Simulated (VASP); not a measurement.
# Ba (Im-3m) in VASP: settings compared

Ba is run at these levels: r2SCAN, LDA, PBE; tasks: single point.

Program: VASP 6.6.1. These are calculated values, not measurements. Logs are shortened: lines on timing, memory, paths and dates and some standing lists are left out, and cuts for length are marked.

### 1 The cell of the first run

It takes space group Im-3m (No. 229, cubic). The conventional cell has a = 4.480 Å, b = 4.480 Å, c = 4.480 Å, α = 90.00°, β = 90.00°, γ = 90.00°. Within 5.1 Å of Ba (site symmetry m-3m) lie 14 Ba at 3.88 to 4.48 Å.

### 2 Single point, r2SCAN

POSCAR

```
Ba
1.0
   -2.2402441695      2.2402441695      2.2402441695
    2.2402441695     -2.2402441695      2.2402441695
    2.2402441695      2.2402441695     -2.2402441695
Ba
1
Direct
    0.0000000000      0.0000000000      0.0000000000
```

INCAR.step1

```
ALGO = Normal
EDIFF = 1E-4
ENCUT = 520
GGA = PE
ISMEAR = -1
LASPH = True
LCHARG = False
LREAL = False
LWAVE = True
NBANDS = 11
NELM = 80
PREC = Accurate
SIGMA = 0.05
```

INCAR.step2

```
ALGO = Normal
EDIFF = 1E-7
ENCUT = 520
ISIF = 2
ISMEAR = -1
ISTART = 1
LASPH = True
LCHARG = True
LELF = True
LMIXTAU = True
LREAL = False
LVHAR = True
LWAVE = False
METAGGA = R2SCAN
NBANDS = 11
NELM = 80
PREC = Accurate
SIGMA = 0.05
```

KPOINTS

```
k-points
0
Gamma
  8 8 8
```

Potentials or basis: VASP PAW PBE potentials, release 64 (Ba_sv).

On the command line:

```sh
cat potpaw_PBE.64/Ba_sv/POTCAR > POTCAR
cp INCAR.step1 INCAR
mpirun -np 1 vasp_std > vasp.out
cp INCAR.step2 INCAR
mpirun -np 1 vasp_std > vasp.out
```

OUTCAR:

```text
EDIFF = 1E-7
   ENCUT = 520
   ISIF = 2
   ISMEAR = -1
   ISTART = 1
   LASPH = True
   LREAL = False
   METAGGA = R2SCAN
   NELM = 80
   PREC = Accurate

 ion  position               nearest neighbor table
   1  0.000  0.000  0.000-

  LATTYP: Found a body centered cubic cell.
 ALAT       =     4.4804883390

  Lattice vectors:

 A1 = (  -2.2402441695,   2.2402441695,   2.2402441695)
 A2 = (   2.2402441695,  -2.2402441695,   2.2402441695)
 A3 = (   2.2402441695,   2.2402441695,  -2.2402441695)

Analysis of symmetry for initial positions (statically):
=====================================================================
 Subroutine PRICEL returns:
 Original cell was already a primitive cell.

 Routine SETGRP: Setting up the symmetry group for a
 body centered cubic supercell.

 Subroutine GETGRP returns: Found 48 space group operations
 (whereof 48 operations were pure point group operations)
 out of a pool of 48 trial point group operations.

The static configuration has the point symmetry O_h .

Analysis of symmetry for dynamics (positions and initial velocities):
=====================================================================
 Subroutine PRICEL returns:
 Original cell was already a primitive cell.

 Routine SETGRP: Setting up the symmetry group for a
 body centered cubic supercell.

 Subroutine GETGRP returns: Found 48 space group operations
 (whereof 48 operations were pure point group operations)
 out of a pool of 48 trial point group operations.

The dynamic configuration has the point symmetry O_h .

 Subroutine INISYM returns: Found 48 space group operations
 (whereof 48 operations are pure point group operations),
 and found     1 'primitive' translations

----------------------------------------------------------------------------------------

                                     Primitive cell

  volume of cell :      44.9724

  direct lattice vectors                    reciprocal lattice vectors
    -2.240244169  2.240244169  2.240244169     0.000000000  0.223189957  0.223189957
     2.240244169 -2.240244169  2.240244169     0.223189957  0.000000000  0.223189957
     2.240244169  2.240244169 -2.240244169     0.223189957  0.223189957  0.000000000

  length of vectors
     3.880216723  3.880216723  3.880216723     0.315638264  0.315638264  0.315638264

  position of ions in fractional coordinates (direct lattice)
     0.000000000  0.000000000  0.000000000

  ion indices of the primitive-cell ions
   primitive index   ion index
                 1           1

----------------------------------------------------------------------------------------

 KPOINTS: k-points

Automatic generation of k-mesh.
 Grid dimensions read from file:
 generate k-points for:    8    8    8

 Generating k-lattice:

  Cartesian coordinates                     Fractional coordinates (reciprocal lattice)
     0.000000000  0.027898745  0.027898745     0.125000000  0.000000000  0.000000000
     0.027898745  0.000000000  0.027898745     0.000000000  0.125000000  0.000000000
     0.027898745  0.027898745  0.000000000     0.000000000  0.000000000  0.125000000

  Length of vectors
     0.039454783  0.039454783  0.039454783

  Shift w.r.t. Gamma in fractional coordinates (k-lattice)
     0.000000000  0.000000000  0.000000000

 Subroutine IBZKPT returns following result:
 ===========================================

 Found     29 irreducible k-points:

 Following reciprocal coordinates:
            Coordinates               Weight
  0.000000  0.000000  0.000000      1.000000
  0.125000  0.000000  0.000000     12.000000
  0.250000  0.000000  0.000000     12.000000
  0.375000  0.000000  0.000000     12.000000
  0.500000  0.000000  0.000000      6.000000
  0.125000  0.125000  0.000000     24.000000
[... 16 lines left out ...]
 -0.250000  0.250000  0.250000      6.000000
 -0.375000  0.375000  0.250000     24.000000
 [... further k-points ...]
   k-points           NKPTS =     29   k-points in BZ     NKDIM =     29   number of bands    NBANDS=     11
   number of dos      NEDOS =    301   number of ions     NIONS =      1
   total plane-waves  NPLWV =  27000
   dimension x,y,z NGX =    30 NGY =   30 NGZ =   30
   dimension x,y,z NGXF=    60 NGYF=   60 NGZF=   60
   ions per type =               1
   NGX,Y,Z   is equivalent  to a cutoff of  12.85, 12.85, 12.85 a.u.
   NGXF,Y,Z  is equivalent  to a cutoff of  25.71, 25.71, 25.71 a.u.
 SYSTEM =  unknown system
   PREC   = accura    normal or accurate (medium, high low for compatibility)
   ISTART =      1    job   : 0-new  1-cont  2-samecut
   ICHARG =      0    charge: 1-file 2-atom 10-const
   ISPIN  =      1    spin polarized calculation?
   LNONCOLLINEAR =      F non collinear calculations
   LSORBIT =      F    spin-orbit coupling
   LASPH  =      T    aspherical Exc in radial PAW
   ENCUT  =  520.0 eV  38.22 Ry    6.18 a.u.   7.21  7.21  7.21*2*pi/ulx,y,z
   NELM   =     80;   NELMIN=  2; NELMDL=  0     # of ELM steps
   EDIFF  = 0.1E-06   stopping-criterion for ELM
   LREAL  =      F    real-space projection
   EDIFFG = 0.1E-05   stopping-criterion for IOM
   NSW    =      0    number of steps for IOM
   IBRION =     -1    ionic relax: 0-MD 1-quasi-New 2-CG
   NFREE  =      0    steps in history (QN), initial steepest desc. (CG)
   ISIF   =      2    stress and relaxation
   ISYM   =      2    0-nonsym 1-usesym 2-fastsym
   POTIM  = 0.5000    time-step for ionic-motion
   TEBEG  =    0.0;   TEEND  =   0.0 temperature during run
   PSTRESS=    0.0 pullay stress
   NELECT =      10.0000    total number of electrons
   NUPDOWN=      -1.0000    fix difference up-down
   EMIN   =  10.00;   EMAX   =-10.00  energy-range for DOS
   EFERMI =   0.00;   METHOD = LEGACY
   ISMEAR =    -1;   SIGMA  =   0.05  broadening in eV -4-tet -1-fermi 0-gaus
   EFERMI_NEDOS =   21; number of points for ismear=-14 and -15
   IALGO  =     38    algorithm
   IMIX   =      4    mixing-type and parameters
     AMIX     =   0.40;   BMIX     =  1.00
     AMIX_MAG =   1.60;   BMIX_MAG =  1.00
  volume/ion in A,a.u.               =      44.97       303.49
  Fermi-wavevector in a.u.,A,eV,Ry     =   0.991805  1.874239 13.383731  0.983676
  Thomas-Fermi vector in A             =   2.123572
   LORBIT       =      0    0 simple, 1 ext, 2 COOP (PROOUT), +10 PAW based schemes
   METAGGA = R2SCAN    functional components
   LHFCALC =     F    Hartree Fock is set to
   AEXX    =    0.0000 exact exchange contribution
   IVDW    =     0    specifies the selected vdW correction
   LEPSILON=     F    determine dielectric tensor
   LRPA    =     F    only Hartree local field effects (RPA)
 non-spin polarized calculation
  energy-cutoff  :      520.00
  volume of cell :       44.97
 maximum number of plane-waves:      1264
 NGX is ok and might be reduce to    30
   NGX = 15   NGY = 15   NGZ = 15

 number of electron       9.9999999 magnetization

 Free energy of the ion-electron system (eV)
  ---------------------------------------------------
  ext. energy  EPLUGINS =         0.00000000
  ---------------------------------------------------
  free energy    TOTEN  =       -26.16952946 eV

  energy without entropy =      -26.16097576  energy(sigma->0) =      -26.16525261

 E-fermi :   3.0226     XC(G=0):  -9.0931

 val. band max:        2.9727708531   @ k =   0.3750   0.2500   0.0000
 cond. band min:       3.1246141362   @ k =  -0.3750   0.3750   0.2500
 fundamental gap:      0.1518432831
 Fermi energy:         3.0225715952

 k-point     1 :       0.0000    0.0000    0.0000
  band No.  band energies     occupation
      1     -26.4518      2.00000
      2     -10.6173      2.00000
      3     -10.6173      2.00000
      4     -10.6173      2.00000
      5       0.2300      2.00000
      6       5.5314      0.00000
      7       5.5314      0.00000
      8       5.5314      0.00000
      9       7.3292      0.00000
     10       7.3292      0.00000
     11      11.4276      0.00000

 k-point     2 :       0.1250    0.0000    0.0000
  band No.  band energies     occupation
      1     -26.4247      2.00000
      2     -10.8343      2.00000
      3     -10.6767      2.00000
      4     -10.6216      2.00000
      5       0.6840      2.00000
      6       5.1673      0.00000
      7       5.2692      0.00000
      8       5.9878      0.00000
      9       6.8877      0.00000
     10       7.2892      0.00000
     11      11.9504      0.00000

 k-point     3 :       0.2500    0.0000    0.0000
  band No.  band energies     occupation
      1     -26.3585      2.00000
      2     -11.3147      2.00000
      3     -10.8154      2.00000
      4     -10.6320      2.00000
      5       1.6333      2.00000
      6       4.4945      0.00000
      7       4.6086      0.00000
      8       7.1143      0.00000
      9       7.2899      0.00000
     10       7.3919      0.00000
     11      12.4103      0.00000

 k-point     4 :       0.3750    0.0000    0.0000
  band No.  band energies     occupation
      1     -26.2908      2.00000
      2     -11.7484      2.00000
      3     -10.9480      2.00000
      4     -10.6427      2.00000
      5       1.9646      2.00000
      6       3.9797      0.00000
      7       5.0590      0.00000
      8       7.6258      0.00000
      9       7.8654      0.00000
     10       9.2052      0.00000
     11      11.0397      0.00000
[... 239 lines left out ...]
 k-point    22 :       0.2500    0.2500    0.2500
  band No.  band energies     occupation
      1     -26.2456      2.00000
      2     -11.3034      2.00000
      3     -11.3034      2.00000
      4     -11.3034      2.00000
      5       4.0924      0.00000
      6       4.0924      0.00000
      7       4.0924      0.00000
      8       8.5607      0.00000
      9       8.5607      0.00000
     10       9.8418      0.00000
     11      12.4816      0.00000

 k-point    23 :      -0.2500    0.2500    0.2500
  band No.  band energies     occupation
      1     -26.2801      2.00000
      2     -11.3528      2.00000
      3     -11.0346      2.00000
      4     -11.0346      2.00000
      5       2.7013      1.99676
      6       3.5541      0.00005
      7       5.6977      0.00000
      8       5.6977      0.00000
      9       7.1061      0.00000
     10       8.4496      0.00000
     11      12.3013      0.00000

 k-point    24 :      -0.3750    0.3750    0.2500
  band No.  band energies     occupation
      1     -26.2235      2.00000
      2     -11.5803      2.00000
      3     -11.1805      2.00000
      4     -11.0846      2.00000
      5       2.7479      1.99180
      6       3.1246      0.22996
      7       5.6953      0.00000
      8       6.0694      0.00000
      9       8.6200      0.00000
     10       8.6668      0.00000
     11      13.2763      0.00000

 [... further k-points ...]
[... 5 lines left out ...]
  --------------------------------------------------------------------------------------
  -------------------------------------------------------------------------------------
  Total        1.5042822      1.5042822      1.5042822      0.0000000      0.0000000      0.0000000
  in kB       53.5912427     53.5912427     53.5912427      0.0000000      0.0000000      0.0000000
  external PRESSURE =      53.5912427 kB  Pullay stress =       0.0000000 kB

 VOLUME and BASIS-vectors are now :
 -----------------------------------------------------------------------------
  energy-cutoff  :      520.00
  volume of cell :       44.97
      direct lattice vectors                 reciprocal lattice vectors
    -2.240244169  2.240244169  2.240244169     0.000000000  0.223189957  0.223189957
     2.240244169 -2.240244169  2.240244169     0.223189957  0.000000000  0.223189957
     2.240244169  2.240244169 -2.240244169     0.223189957  0.223189957  0.000000000

 POSITION                                       TOTAL-FORCE (eV/Angst)
 -----------------------------------------------------------------------------------
      0.00000      0.00000      0.00000        -0.000000      0.000000     -0.000000
 -----------------------------------------------------------------------------------
    total drift:                               -0.000000     -0.000000      0.000000

  FREE ENERGIE OF THE ION-ELECTRON SYSTEM (eV)
  ---------------------------------------------------
  free  energy   TOTEN  =       -26.1695294641 eV

  energy  without entropy=      -26.1609757647  energy(sigma->0) =      -26.16525261
```

It took 54 s on 1 thread of Intel Xeon Platinum 8488C (Sapphire Rapids), shared host; peak memory 0.17 GiB.

Results:

| Item | Value |
| --- | --- |
| Free energy | -26.1695 eV |
| Pressure | 5.4 GPa |
| Band gap on the k mesh | zero (band 5 reaches 4.09 eV, above the bottom of band 6 at 1.74 eV) |

Levels at points of the mesh, in eV from the Fermi level:
| k point | band 2 | band 3 | band 4 | band 5 | band 6 | band 7 | band 8 | band 9 |
| --- | --- | --- | --- | --- | --- | --- | --- | --- |
| (0.00, 0.00, 0.00) | -13.64 | -13.64 | -13.64 | -2.79 | 2.51 | 2.51 | 2.51 | 4.31 |
| (0.50, 0.00, 0.00) | -14.94 | -14.02 | -13.67 | -1.14 | 0.77 | 2.78 | 4.63 | 5.35 |
| (0.50, 0.50, 0.50) | -14.48 | -14.48 | -14.48 | -1.28 | -1.28 | 6.80 | 6.80 | 6.80 |

Caveat: the PAW data sets were made with another functional, which shifts forces and pressure a little; spin-orbit coupling is left out, which moves the levels of the heavy elements.

### 3 Single point, r2SCAN

This run uses another cell than the first one, of 54.29 Å³/atom, 1.207 times its volume.

POSCAR

```
Ba
1.0
   -2.3853669870      2.3853669870      2.3853669870
    2.3853669870     -2.3853669870      2.3853669870
    2.3853669870      2.3853669870     -2.3853669870
Ba
1
Direct
    0.0000000000      0.0000000000      0.0000000000
```

INCAR.step1

```
  ALGO = Normal
  EDIFF = 1E-4
  ENCUT = 520
  GGA = PE
  ISMEAR = -1
  LASPH = True
  LCHARG = False
  LREAL = False
  LWAVE = True
  NBANDS = 11
  NELM = 60
  PREC = Accurate
  SIGMA = 0.05
```

INCAR.step2

```
  ALGO = Normal
  EDIFF = 1E-6
  ENCUT = 520
  ISIF = 2
  ISMEAR = -1
  ISTART = 1
  LASPH = True
  LCHARG = False
  LMIXTAU = True
  LREAL = False
  LWAVE = False
  METAGGA = R2SCAN
  NBANDS = 11
  NELM = 60
  PREC = Accurate
  SIGMA = 0.05
```

KPOINTS is that of step 2.

Potentials or basis: VASP PAW PBE potentials, release 64 (Ba_sv).

On the command line:

```sh
cat potpaw_PBE.64/Ba_sv/POTCAR > POTCAR
cp INCAR.step1 INCAR
mpirun -np 1 vasp_std > vasp.out
cp INCAR.step2 INCAR
mpirun -np 1 vasp_std > vasp.out
```

Run time: 48 s. Hardware: 1 thread of Intel Xeon Platinum 8488C (Sapphire Rapids), shared host; peak memory 0.18 GiB.

It converged, with:

| Item | Value |
| --- | --- |
| Free energy | -26.3780 eV |
| Pressure | 2.2 GPa |
| Band gap on the k mesh | zero (band 5 reaches 3.00 eV, above the bottom of band 6 at 1.37 eV) |

Levels at points of the mesh, in eV from the Fermi level:
```
           k point  band 1  band 2  band 3  band 4  band 5  band 6  band 7  band 8  band 9  band 10
(0.00, 0.00, 0.00)  -29.65  -14.07  -14.07  -14.07   -2.87    2.34    2.34    2.34    3.87     3.87
(0.50, 0.00, 0.00)  -29.56  -14.83  -14.30  -14.08   -0.95    0.89    1.81    4.03    4.66     6.41
(0.50, 0.50, 0.50)  -29.50  -14.57  -14.57  -14.57   -0.85   -0.85    5.61    5.61    5.61     5.81
```

Caveat: the PAW data sets were made with another functional, which shifts forces and pressure a little; spin-orbit coupling is left out, which moves the levels of the heavy elements.

### 4 Single point, LDA

This run uses another cell than the first one, of 62.99 Å³/atom, 1.401 times its volume.

INCAR

```
ALGO     = Normal         # electronic algorithm
EDIFF    = 1E-7           # SCF threshold, eV
ENCUT    = 520            # plane-wave cutoff, eV
GGA      = CA             # functional
ISIF     = 2              # what is computed and relaxed
ISMEAR   = -1             # smearing method
LASPH    = True           # aspherical terms in the spheres
LCHARG   = False          # write CHGCAR
LREAL    = False          # projectors in reciprocal space
LWAVE    = False          # write WAVECAR
NBANDS   = 11             # bands
NELM     = 60             # most SCF steps
PREC     = Accurate       # precision mode
SIGMA    = 0.05           # smearing width, eV
```

KPOINTS is that of step 3.

POSCAR

```
Ba
1.0
   -2.5065000000      2.5065000000      2.5065000000
    2.5065000000     -2.5065000000      2.5065000000
    2.5065000000      2.5065000000     -2.5065000000
Ba
1
Direct
    0.0000000000      0.0000000000      0.0000000000
```

Potentials or basis: VASP PAW LDA potentials, release 64 (Ba_sv).

On the command line:

```sh
cat potpaw_LDA.64/Ba_sv/POTCAR > POTCAR
mpirun -np 1 vasp_std > vasp.out
```

Run time: 9.7 s. Hardware: 1 thread of Intel Xeon 6975P-C, shared host; peak memory 0.16 GiB.

Results (log left out):

```
Free energy            : -2.2207 eV
Pressure               : -1.3 GPa
Band gap on the k mesh : zero (band 5 reaches 1.95 eV, above the bottom of band 6 at 0.89 eV)
```

Levels at points of the mesh, in eV from the Fermi level:
```csv
k point,band 3,band 4,band 5,band 6,band 7,band 8
"(0.00, 0.00, 0.00)",-13.77,-13.77,-2.74,1.76,1.76,1.76
"(0.50, 0.00, 0.00)",-13.92,-13.77,-0.90,0.65,1.33,3.15
"(0.50, 0.50, 0.50)",-14.10,-14.10,-0.52,-0.52,4.37,4.37
```

Caveat: spin-orbit coupling is left out, which moves the levels of the heavy elements.

### 5 Single point, PBE

This run uses another cell than the first one, of 62.99 Å³/atom, 1.401 times its volume.

INCAR

```
SYSTEM = Ba
PREC     = Accurate       ! precision mode
ENCUT    = 520            ! plane-wave cutoff, eV
EDIFF    = 1E-6           ! SCF threshold, eV
ISMEAR   = -1             ! smearing method
SIGMA    = 0.05           ! smearing width, eV
LREAL    = .False.        ! projectors in reciprocal space
LASPH    = .True.         ! aspherical terms in the spheres
NELM     = 80             ! most SCF steps
ALGO     = Normal         ! electronic algorithm
ISIF     = 2              ! what is computed and relaxed
LWAVE    = .False.        ! write WAVECAR
LCHARG   = .True.         ! write CHGCAR
GGA      = PE             ! functional
LELF     = .True.         ! ELF
LVHAR    = .True.       
NBANDS   = 11             ! bands
```

KPOINTS

```
regular mesh
0
Gamma
  6 6 6
  0 0 0
```

POSCAR is that of step 4.

Potentials or basis: VASP PAW PBE potentials, release 64 (Ba_sv).

On the command line:

```sh
cat potpaw_PBE.64/Ba_sv/POTCAR > POTCAR
mpirun -np 1 vasp_std > vasp.out
```

It took 14 s on 1 thread of Intel Xeon 8259CL, shared host; peak memory 0.17 GiB.

The run converged. Its results:

- Free energy: -1.9062 eV
- Pressure: 0.2 GPa
- Band gap on the k mesh: zero (band 5 reaches 1.75 eV, above the bottom of band 6 at 1.10 eV)

Levels at points of the mesh, in eV from the Fermi level:
```tsv
k point	band 3	band 4	band 5	band 6	band 7	band 8
(0.00, 0.00, 0.00)	-13.87	-13.87	-2.78	1.80	1.80	1.80
(0.50, 0.00, 0.00)	-14.01	-13.87	-0.92	0.66	1.22	3.17
(0.50, 0.50, 0.50)	-14.19	-14.19	-0.58	-0.58	4.33	4.33
```

Caveat: spin-orbit coupling is left out, which moves the levels of the heavy elements.

(Part 1 of 2 ends here.)
